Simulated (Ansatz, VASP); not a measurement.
**Sb: VASP beside Ansatz**

Contents of INCAR:

```
ALGO = Normal
EDIFF = 1E-6
ENCUT = 520
GGA = CA
ISIF = 2
ISMEAR = -1
LASPH = True
LCHARG = False
LREAL = False
LWAVE = False
NBANDS = 8
NELM = 60
PREC = Accurate
SIGMA = 0.05
```

File KPOINTS:

```
k-points
0
Gamma
  10 10 10
```

File POSCAR:

```
Sb
1.0
    0.0000000000      2.4177492801      2.4177492801
    2.4177492801      0.0000000000      2.4177492801
    2.4177492801      2.4177492801      0.0000000000
Sb
1
Direct
    0.0000000000      0.0000000000      0.0000000000
```

File input.yaml:

```yaml
crystal:
  lattice:
    - [0.0, 2.4177492801, 2.4177492801]
    - [2.4177492801, 0.0, 2.4177492801]
    - [2.4177492801, 2.4177492801, 0.0]
  atoms:
    - { symbol: Sb, position: [0.0, 0.0, 0.0] }
hamiltonian:
  xc: lda
  pseudopotentials: { kind: paw }
kpoints:
  mp_grid: { grid: [10, 10, 10] }
scf:
  occupations: { method: fermi_dirac, width: 0.05 }
output:
  forces: true
  stress: true
  eigenvalues: true
  write_density: true
  write_potential: true
  elf: true
  volumetric_format: npy
```

Alike in both runs: task single point; functional LDA; k mesh 10 × 10 × 10; occupations fermi-dirac, width 0.05 eV; no spin polarisation.

|  | VASP | Ansatz |
| --- | --- | --- |
| version | VASP 6.6.1 | Ansatz 0.2.0 |
| potentials or method | VASP PAW LDA potentials, release 64 (Sb) | Ansatz PAW |
| plane-wave cutoff (eV) | 520 | 420 |
| valence electrons in the cell | 5 | 15 |

|  | VASP | Ansatz | Ansatz less VASP |
| --- | --- | --- | --- |
| gap on the k mesh at the Fermi level (eV) | none | none | - |
| pressure (GPa) | -5.4 | -5.4 | -0.04 |

LDA's correlation is that of Perdew and Zunger in VASP and of Perdew and Wang (1992) in Ansatz. A gap of «none» marks a metal or a gap that the smearing closes. VASP's potentials hold 5 valence electrons a cell and Ansatz's 15, so a difference there can come from the potentials and not from the codes.

Spin-orbit coupling is off throughout.
